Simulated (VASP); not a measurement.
Crystal: MnO.

```
Mn O
1.0
     0.00000    4.44600    4.44600
     2.22300    0.00000    2.22300
     2.22300    2.22300    0.00000
Mn O
2 2
Direct
  0.00000 0.00000 0.00000
  0.50000 0.00000 0.00000
  0.25000 0.50000 0.50000
  0.75000 0.50000 0.50000
```

Base run:

| Property | Result |
| --- | --- |
| Program | VASP 6.6.1 |
| Functional | PBE |
| Potentials or basis | VASP PAW PBE potentials, release 64 (Mn_pv, O) |
| Cutoff | 520 eV |
| k mesh | 4 × 8 × 8 |
| Occupations | fermi-dirac, width 0.05 eV |
| Spin | collinear spin, antiferromagnetic start |
| Starting moments | [4.5, -4.5, 0.0, 0.0] μB |

Its results: band gap on the k mesh 0.88 eV; pressure -0.5 GPa.

**Question.** The run is repeated on the same cell with these changes: spin from collinear spin, antiferromagnetic start to no spin polarisation; further incar settings from ALGO = Normal; EDIFF = 1e-07; NBANDS = 31 to ALGO = Normal; EDIFF = 1e-06; NBANDS = 27. What comes out?

**Answer.** Band gap on the k mesh zero (bands 19 and 20 overlap by 0.75 eV); pressure -33.7 GPa.

Caveats: the cell stands under tension (at least some runs); semilocal functionals often make such compounds metallic where correlation or magnetic order opens a gap, which also shifts bond lengths (at least some runs).

A k mesh can miss the band edges.
